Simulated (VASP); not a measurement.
# Ni (Fm-3m) in VASP: notebook

The runs below take Ni through single point, with PBE.

Everything below comes from runs of VASP 6.6.1. Logs are shortened: lines on timing, memory, paths and dates and some standing lists are left out, and cuts for length are marked.

## (1) The cell of the first run

Symmetry: Fm-3m, No. 225, cubic system. The conventional cell has a = 3.536 Å, b = 3.536 Å, c = 3.536 Å, α = 90.00°, β = 90.00°, γ = 90.00°. Ni (site symmetry m-3m) has 12 Ni at 2.50 Å within 3.3 Å.

## (2) Single point, PBE, collinear spin

INCAR

```
  PREC = Accurate
  ENCUT = 520
  EDIFF = 1E-6
  ISMEAR = 0
  SIGMA = 0.1
  LREAL = False
  LASPH = True
  NELM = 150
  ALGO = Normal
  ISIF = 2
  LWAVE = False
  LCHARG = False
  ISPIN = 2
  MAGMOM = 0 2
  LORBIT = 11
  LMAXMIX = 4
  GGA = PE
  ISYM = 0
  NBANDS = 21
```

KPOINTS

```
regular mesh
0
Gamma
  13 8 11
```

POSCAR

```
Ni
1.0
    0.0000000000     -1.7677500000     -1.7677500000
   -3.5355000000     -1.7677500000     -1.7677500000
    0.0000000000      1.7677500000     -1.7677500000
Ni
2
Direct
    0.0000000000      0.0000000000      0.0000000000
    0.0000000000      0.5000000000      0.5000000000
```

Potentials or basis: VASP PAW PBE potentials, release 64 (Ni).

Run with:

```console
$ cat potpaw_PBE.64/Ni/POTCAR > POTCAR
$ mpirun -np 1 vasp_std > vasp.out
```

OUTCAR:

```text
PREC = Accurate
   ENCUT = 520
   EDIFF = 1E-6
   ISMEAR = 0
   LREAL = False
   LASPH = True
   NELM = 150
   ISIF = 2
   ISPIN = 2
   LORBIT = 11
   GGA = PE
   ISYM = 0

 ion  position               nearest neighbor table
   1  0.000  0.000  0.000-   2 2.50   2 2.50   2 2.50   2 2.50   2 2.50   2 2.50   2 2.50   2 2.50

   2  0.000  0.500  0.500-   1 2.50   1 2.50   1 2.50   1 2.50   1 2.50   1 2.50   1 2.50   1 2.50

IMPORTANT INFORMATION: All symmetrisations will be switched off!
NOSYMM: (Re-)initialisation of all symmetry stuff for point group C_1.

----------------------------------------------------------------------------------------

                                     Primitive cell

  volume of cell :      22.0965

  direct lattice vectors                    reciprocal lattice vectors
     0.000000000 -1.767750000 -1.767750000     0.282845425 -0.282845425 -0.282845425
    -3.535500000 -1.767750000 -1.767750000    -0.282845425  0.000000000  0.000000000
     0.000000000  1.767750000 -1.767750000     0.000000000  0.282845425 -0.282845425

  length of vectors
     2.499976025  4.330085493  2.499976025     0.489902647  0.282845425  0.400003836

  position of ions in fractional coordinates (direct lattice)
     0.000000000  0.000000000  0.000000000
     0.000000000  0.500000000  0.500000000

  ion indices of the primitive-cell ions
   primitive index   ion index
                 1           1
                 2           2

----------------------------------------------------------------------------------------

 KPOINTS: regular mesh

Automatic generation of k-mesh.
 Grid dimensions read from file:
 generate k-points for:   13    8   11

 Generating k-lattice:

  Cartesian coordinates                     Fractional coordinates (reciprocal lattice)
     0.021757340 -0.021757340 -0.021757340     0.076923077  0.000000000  0.000000000
    -0.035355678  0.000000000  0.000000000     0.000000000  0.125000000  0.000000000
     0.000000000  0.025713220 -0.025713220     0.000000000  0.000000000  0.090909091

  Length of vectors
     0.037684819  0.035355678  0.036363985

  Shift w.r.t. Gamma in fractional coordinates (k-lattice)
     0.000000000  0.000000000  0.000000000

 -----------------------------------------------------------------------------
|                                                                             |
|           W    W    AA    RRRRR   N    N  II  N    N   GGGG   !!!           |
|           W    W   A  A   R    R  NN   N  II  NN   N  G    G  !!!           |
|           W    W  A    A  R    R  N N  N  II  N N  N  G       !!!           |
|           W WW W  AAAAAA  RRRRR   N  N N  II  N  N N  G  GGG   !            |
|           WW  WW  A    A  R   R   N   NN  II  N   NN  G    G                |
|           W    W  A    A  R    R  N    N  II  N    N   GGGG   !!!           |
|                                                                             |
|     Your reciprocal lattice and k-lattice belong to different lattice       |
|     classes:                                                                |
|                                                                             |
|        The reciprocal lattice is simple tetragonal,                         |
|        whereas your k-lattice is simple monoclinic.                         |
|                                                                             |
|     Results are often still useful ...                                      |
|                                                                             |
 -----------------------------------------------------------------------------

 WARNING: IBZKPT: internal override: KBLOWUP is changed to .FALSE.
      ... skipping the blow-up phase ...

 Subroutine IBZKPT returns following result:
 ===========================================

 Found    573 irreducible k-points:

 Following reciprocal coordinates:
            Coordinates               Weight
  0.000000  0.000000  0.000000      1.000000
  0.076923  0.000000  0.000000      2.000000
  0.153846  0.000000  0.000000      2.000000
  0.230769  0.000000  0.000000      2.000000
  0.307692  0.000000  0.000000      2.000000
  0.384615  0.000000  0.000000      2.000000
[... 16 lines left out ...]
  0.153846  0.250000  0.000000      2.000000
  0.230769  0.250000  0.000000      2.000000
 [... further k-points ...]
   k-points           NKPTS =    573   k-points in BZ     NKDIM =    573   number of bands    NBANDS=     21
   number of dos      NEDOS =    301   number of ions     NIONS =      2
   total plane-waves  NPLWV =  12800
   dimension x,y,z NGX =    20 NGY =   32 NGZ =   20
   dimension x,y,z NGXF=    40 NGYF=   64 NGZF=   40
   ions per type =               2
   NGX,Y,Z   is equivalent  to a cutoff of  13.30, 12.29, 13.30 a.u.
   NGXF,Y,Z  is equivalent  to a cutoff of  26.60, 24.57, 26.60 a.u.
 SYSTEM =  unknown system
   PREC   = accura    normal or accurate (medium, high low for compatibility)
   ISTART =      0    job   : 0-new  1-cont  2-samecut
   ICHARG =      2    charge: 1-file 2-atom 10-const
   ISPIN  =      2    spin polarized calculation?
   LNONCOLLINEAR =      F non collinear calculations
   LSORBIT =      F    spin-orbit coupling
   LASPH  =      T    aspherical Exc in radial PAW
   ENCUT  =  520.0 eV  38.22 Ry    6.18 a.u.   4.65  8.05  4.65*2*pi/ulx,y,z
   NELM   =    150;   NELMIN=  2; NELMDL= -5     # of ELM steps
   EDIFF  = 0.1E-05   stopping-criterion for ELM
   LREAL  =      F    real-space projection
   EDIFFG = 0.1E-04   stopping-criterion for IOM
   NSW    =      0    number of steps for IOM
   IBRION =     -1    ionic relax: 0-MD 1-quasi-New 2-CG
   NFREE  =      0    steps in history (QN), initial steepest desc. (CG)
   ISIF   =      2    stress and relaxation
   ISYM   =      0    0-nonsym 1-usesym 2-fastsym
   POTIM  = 0.5000    time-step for ionic-motion
   TEBEG  =    0.0;   TEEND  =   0.0 temperature during run
   PSTRESS=    0.0 pullay stress
   NELECT =      20.0000    total number of electrons
   NUPDOWN=      -1.0000    fix difference up-down
   EMIN   =  10.00;   EMAX   =-10.00  energy-range for DOS
   EFERMI =   0.00;   METHOD = LEGACY
   ISMEAR =     0;   SIGMA  =   0.10  broadening in eV -4-tet -1-fermi 0-gaus
   EFERMI_NEDOS =   21; number of points for ismear=-14 and -15
   IALGO  =     38    algorithm
   IMIX   =      4    mixing-type and parameters
     AMIX     =   0.40;   BMIX     =  1.00
     AMIX_MAG =   1.60;   BMIX_MAG =  1.00
  volume/ion in A,a.u.               =      11.05        74.56
  Fermi-wavevector in a.u.,A,eV,Ry     =   1.583595  2.992560 34.120303  2.507772
  Thomas-Fermi vector in A             =   2.683341
   LORBIT       =     11    0 simple, 1 ext, 2 COOP (PROOUT), +10 PAW based schemes
   GGA     = PE    functional components
   LHFCALC =     F    Hartree Fock is set to
   AEXX    =    0.0000 exact exchange contribution
   IVDW    =     0    specifies the selected vdW correction
   LEPSILON=     F    determine dielectric tensor
   LRPA    =     F    only Hartree local field effects (RPA)
 spin polarized calculation
 Gauss-broadening in eV      SIGMA  =   0.10
  energy-cutoff  :      520.00
  volume of cell :       22.10
 maximum number of plane-waves:       613
   NGX =  9   NGY = 17   NGZ =  9

 number of electron      19.9999987 magnetization       1.2463866

 Free energy of the ion-electron system (eV)
  ---------------------------------------------------
  ext. energy  EPLUGINS =         0.00000000
  ---------------------------------------------------
  free energy    TOTEN  =       -10.94747770 eV

  energy without entropy =      -10.93027250  energy(sigma->0) =      -10.93887510

 E-fermi :   9.1606     XC(G=0): -13.1654

 val. band max:        9.1602670715   @ k =   0.4615   0.5000   0.2727
 cond. band min:       9.1610059635   @ k =  -0.2308   0.5000   0.1818
 fundamental gap:      0.0007388920
 Fermi energy:         9.1606468318

 spin component 1

 k-point     1 :       0.0000    0.0000    0.0000
  band No.  band energies     occupation
      1       0.2572      1.00000
      2       4.6055      1.00000
      3       5.0446      1.00000
      4       6.7624      1.00000
      5       6.7627      1.00000
      6       6.7655      1.00000
[... 13 lines left out ...]
     20      36.4949      0.00000
     21      36.4954      0.00000

 k-point     2 :       0.0769    0.0000    0.0000
  band No.  band energies     occupation
      1       0.4856      1.00000
      2       4.6899      1.00000
      3       5.1171      1.00000
      4       6.7055      1.00000
      5       6.8119      1.00000
      6       6.8150      1.00000
[... 13 lines left out ...]
     20      35.9779      0.00000
     21      35.9782      0.00000

 k-point     3 :       0.1538    0.0000    0.0000
  band No.  band energies     occupation
      1       1.1510      1.00000
      2       4.9190      1.00000
      3       5.3224      1.00000
      4       6.5677      1.00000
      5       6.9229      1.00000
      6       6.9263      1.00000
[... 13 lines left out ...]
     20      35.1463      0.00000
     21      36.1176      0.00000
[... 457 lines left out ...]
 k-point    23 :       0.1538    0.2500    0.0000
  band No.  band energies     occupation
      1       0.9743      1.00000
      2       4.9102      1.00000
      3       5.2715      1.00000
      4       6.5956      1.00000
      5       6.8994      1.00000
      6       6.9087      1.00000
[... 13 lines left out ...]
     20      36.0128      0.00000
     21      36.2237      0.00000

 k-point    24 :       0.2308    0.2500    0.0000
  band No.  band energies     occupation
      1       1.5861      1.00000
      2       5.1943      1.00000
      3       5.4563      1.00000
      4       6.4456      1.00000
      5       6.9927      1.00000
      6       7.0275      1.00000
[... 13 lines left out ...]
     20      37.8925      0.00000
     21      38.1684      0.00000

 [... further k-points ...]

 spin component 2

 k-point     1 :       0.0000    0.0000    0.0000
  band No.  band energies     occupation
      1       0.2207      1.00000
      2       4.9463      1.00000
      3       5.6592      1.00000
      4       7.5138      1.00000
      5       7.5167      1.00000
      6       7.5170      1.00000
[... 13 lines left out ...]
     20      36.4766      0.00000
     21      36.4768      0.00000

 k-point     2 :       0.0769    0.0000    0.0000
  band No.  band energies     occupation
      1       0.4493      1.00000
      2       5.0279      1.00000
      3       5.7320      1.00000
      4       7.4521      1.00000
      5       7.5648      1.00000
      6       7.5679      1.00000
[... 13 lines left out ...]
     20      35.9960      0.00000
     21      35.9963      0.00000

 k-point     3 :       0.1538    0.0000    0.0000
  band No.  band energies     occupation
      1       1.1175      1.00000
      2       5.2551      1.00000
      3       5.9272      1.00000
      4       7.2896      1.00000
      5       7.6697      1.00000
      6       7.6734      1.00000
[... 13 lines left out ...]
     20      35.2041      0.00000
     21      36.2129      0.00000
[... 457 lines left out ...]
 k-point    23 :       0.1538    0.2500    0.0000
  band No.  band energies     occupation
      1       0.9395      1.00000
      2       5.2610      1.00000
      3       5.8758      1.00000
      4       7.3211      1.00000
      5       7.6551      1.00000
      6       7.6563      1.00000
[... 13 lines left out ...]
     20      36.1094      0.00000
     21      36.2580      0.00000

 k-point    24 :       0.2308    0.2500    0.0000
  band No.  band energies     occupation
      1       1.5549      1.00000
      2       5.5933      1.00000
      3       6.0180      1.00000
      4       7.1577      1.00000
      5       7.7059      1.00000
      6       7.7953      1.00000
[... 13 lines left out ...]
     20      37.8575      0.00000
     21      38.1337      0.00000

 [... further k-points ...]
[... 5 lines left out ...]
  --------------------------------------------------------------------------------------
  -------------------------------------------------------------------------------------
  Total       -0.3692563     -0.3963091     -0.3963153     -0.0032554      0.0009412     -0.0032556
  in kB      -26.7741644    -28.7357233    -28.7361711     -0.2360421      0.0682470     -0.2360617
  external PRESSURE =     -28.0820196 kB  Pullay stress =       0.0000000 kB

 VOLUME and BASIS-vectors are now :
 -----------------------------------------------------------------------------
  energy-cutoff  :      520.00
  volume of cell :       22.10
      direct lattice vectors                 reciprocal lattice vectors
     0.000000000 -1.767750000 -1.767750000     0.282845425 -0.282845425 -0.282845425
    -3.535500000 -1.767750000 -1.767750000    -0.282845425  0.000000000  0.000000000
     0.000000000  1.767750000 -1.767750000     0.000000000  0.282845425 -0.282845425

 POSITION                                       TOTAL-FORCE (eV/Angst)
 -----------------------------------------------------------------------------------
      0.00000      0.00000      0.00000         0.000000      0.000000     -0.000000
     -1.76775      0.00000     -1.76775        -0.000000     -0.000000      0.000000
 -----------------------------------------------------------------------------------
    total drift:                               -0.000000     -0.000001      0.000000

  FREE ENERGIE OF THE ION-ELECTRON SYSTEM (eV)
  ---------------------------------------------------
  free  energy   TOTEN  =       -10.9474776982 eV

  energy  without entropy=      -10.9302725035  energy(sigma->0) =      -10.93887510

 total charge

# of ion       s       p       d       tot
------------------------------------------
    1        0.491   0.485   8.307   9.283
    2        0.491   0.485   8.308   9.283
--------------------------------------------------
tot          0.982   0.969  16.615  18.566

 magnetization (x)

# of ion       s       p       d       tot
------------------------------------------
    1       -0.007  -0.025   0.668   0.636
    2       -0.007  -0.025   0.668   0.636
--------------------------------------------------
tot         -0.013  -0.049   1.335   1.273
```

Wall time 3.6 min (1 thread of Intel Xeon 6975P-C (Granite Rapids), shared host); peak memory 0.44 GiB.

What came out:

```yaml
Free_energy: -10.9475 eV
Pressure: -2.8 GPa
Net_moment: 1.25 μB per cell
Site_moments: Ni +0.64 μB
Valence_electrons_inside_the_program's_atomic_spheres: Ni 9.28
```

Stress tensor (GPa, compression positive):
```
-2.68 -0.02 -0.02
-0.02 -2.87  0.01
-0.02  0.01 -2.87
```

## (3) Single point, PBE

INCAR

```
SYSTEM = Ni
PREC = Accurate ; ENCUT = 520
EDIFF = 1E-7 ; ISMEAR = 0
SIGMA = 0.1 ; LREAL = .False.
LASPH = .True. ; NELM = 60
ALGO = Normal ; ISIF = 2
LWAVE = .False. ; LCHARG = .False.
GGA = PE ; NBANDS = 17
ISYM = 0
```

KPOINTS

```
regular mesh
0
Gamma
  13 8 11
  0 0 0
```

POSCAR is that of step 2.

Potentials or basis: VASP PAW PBE potentials, release 64 (Ni).

Run with:

```console
$ cat potpaw_PBE.64/Ni/POTCAR > POTCAR
$ mpirun -np 1 vasp_std > vasp.out
```

Run time: 6.8 min. Hardware: 1 thread of AMD EPYC, shared host; peak memory 0.25 GiB.

Results (log left out):

```
Free energy            : -10.8360 eV
Pressure               : -3.8 GPa
Band gap on the k mesh : zero (bands 10 and 11 overlap by 0.68 eV)
```

Levels at points of the mesh, in eV from the Fermi level:
| k point | band 6 | band 7 | band 8 | band 9 | band 10 | band 11 | band 12 | band 13 | band 14 | band 15 |
| --- | --- | --- | --- | --- | --- | --- | --- | --- | --- | --- |
| (0.00, 0.00, 0.00) | -1.80 | -0.73 | -0.73 | -0.02 | 0.17 | 0.17 | 2.62 | 9.41 | 14.88 | 14.88 |
| (0.00, 0.50, 0.00) | -1.36 | -0.97 | -0.97 | -0.96 | -0.96 | -0.38 | -0.38 | 19.30 | 19.30 | 19.30 |

Caveat: the cell stands under tension; the run has no spin polarisation, though such a crystal can be magnetic. Spin polarisation is off, so any magnetic state and its effect on volume and gap are missing.

## (4) Single point, PBE, collinear spin, ferromagnetic start

INCAR

```
SYSTEM = Ni
PREC = Accurate
ENCUT = 520
EDIFF = 1E-6
ISMEAR = 0
SIGMA = 0.1
LREAL = .FALSE.
LASPH = .TRUE.
NELM = 150
ALGO = Normal
ISIF = 2
LWAVE = .FALSE.
LCHARG = .TRUE.
ISPIN = 2
MAGMOM = 2 2
LORBIT = 11
LMAXMIX = 4
GGA = PE
LELF = .TRUE.
LVHAR = .TRUE.
NBANDS = 21
ISYM = 0
```

KPOINTS

```
Automatic mesh
0
G
  13 8 11
  0 0 0
```

POSCAR is that of step 3.

Run with:

```console
$ cat potpaw_PBE.64/Ni/POTCAR > POTCAR
$ mpirun -np 1 vasp_std > vasp.out
```

Run time: 7.5 min. Hardware: 1 thread of Intel Xeon Platinum 8259CL at 2.50GHz (Skylake/Cascade Lake), shared host; peak memory 0.44 GiB.

It converged, with:

- Free energy: -10.9475 eV
- Pressure: -2.9 GPa
- Net moment: 1.25 μB per cell
- Site moments: Ni +0.64 μB
- Valence electrons inside the program's atomic spheres: Ni 9.28

Stress tensor (GPa, compression positive):
```
-2.81 -0.02 -0.02
-0.02 -3.01  0.01
-0.02  0.01 -3.01
```

Levels at points of the mesh, in eV from the Fermi level:
Spin up:
```tsv
k point	band 8	band 9	band 10	band 11	band 12	band 13	band 14	band 15
(0.00, 0.00, 0.00)	-1.24	-0.55	-0.49	-0.48	2.44	9.08	14.68	14.68
(0.00, 0.50, 0.00)	-1.58	-1.58	-1.58	-0.90	-0.90	19.06	19.06	19.06
```
Spin down:
| k point | band 7 | band 8 | band 9 | band 10 | band 11 | band 12 | band 13 | band 14 |
| --- | --- | --- | --- | --- | --- | --- | --- | --- |
| (0.00, 0.00, 0.00) | -0.66 | -0.66 | 0.05 | 0.38 | 0.38 | 2.40 | 9.32 | 14.69 |
| (0.00, 0.50, 0.00) | -0.79 | -0.79 | -0.79 | -0.79 | -0.31 | -0.31 | 19.13 | 19.13 |

## (5) The runs side by side

```csv
spin,gap on the mesh (eV),pressure (GPa),moment (μB)
collinear,none,-2.8,1.25
off,none,-3.8,-
"collinear, ferromagnetic start",none,-2.9,1.25
```

Alike in all rows: task single point; level PBE; potentials or basis VASP PAW PBE potentials, release 64 (Ni); cell as given; k mesh 13 × 8 × 11; cutoff (eV) 520; smearing gaussian 0.1 eV.

Caveats: the cell stands under tension (at least some runs).

Absolute energies hang on the potentials; compare differences alone.
